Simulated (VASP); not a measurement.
Set up this calculation in VASP 6.6.1, as the native input.

```yaml
Task: single point
Functional: PBEsol
Potentials_or_basis: VASP PAW PBE potentials, release 64 (Ag, Cl)
Cutoff: 520 eV
k_mesh: 9 × 9 × 9
Occupations: fermi-dirac, width 0.01 eV
Spin: no spin polarisation
Dipole_correction: no
Further_INCAR_settings: ALGO = Normal; EDIFF = 1e-06; NBANDS = 16
```

The structure of AgCl lies in POSCAR:

```
AgCl
1.0
    0.0000000000      2.7915157670      2.7915157670
    2.7915157670      0.0000000000      2.7915157670
    2.7915157670      2.7915157670      0.0000000000
Ag Cl
1 1
Direct
    0.5000000000      0.5000000000      0.5000000000
    0.0000000000      0.0000000000      0.0000000000
```

This cell differs from its parent crystal: volume scaled by 1.02.

The input as run:

INCAR

```
PREC     = Accurate       # precision mode
ENCUT    = 520            # plane-wave cutoff, eV
EDIFF    = 1E-6           # SCF threshold, eV
ISMEAR   = -1             # smearing method
SIGMA    = 0.01           # smearing width, eV
LREAL    = False          # projectors in reciprocal space
LASPH    = True           # aspherical terms in the spheres
NELM     = 60             # most SCF steps
ALGO     = Normal         # electronic algorithm
ISIF     = 2              # what is computed and relaxed
LWAVE    = False          # write WAVECAR
LCHARG   = False          # write CHGCAR
GGA      = PS             # functional
NBANDS   = 16             # bands
```

KPOINTS

```
regular mesh
0
Gamma
  9 9 9
```

Potentials or basis: VASP PAW PBE potentials, release 64 (Ag, Cl).

Command:

```bash
$ cat potpaw_PBE.64/Ag/POTCAR potpaw_PBE.64/Cl/POTCAR > POTCAR
$ mpirun -np 1 vasp_std > vasp.out
```

Results of the run:

```yaml
Pressure: -3.5 GPa
Band_gap_on_the_k_mesh: 0.78 eV, indirect (least direct gap 2.94 eV)
```

Caveat: the PAW data sets were made with another functional, which shifts forces and pressure a little.

It took 20 s on 1 thread of Intel(R) Xeon(R) Platinum 8259CL CPU @ 2.50GHz (Skylake/Cascade Lake), with other jobs on the host, peak memory 0.18 GiB.
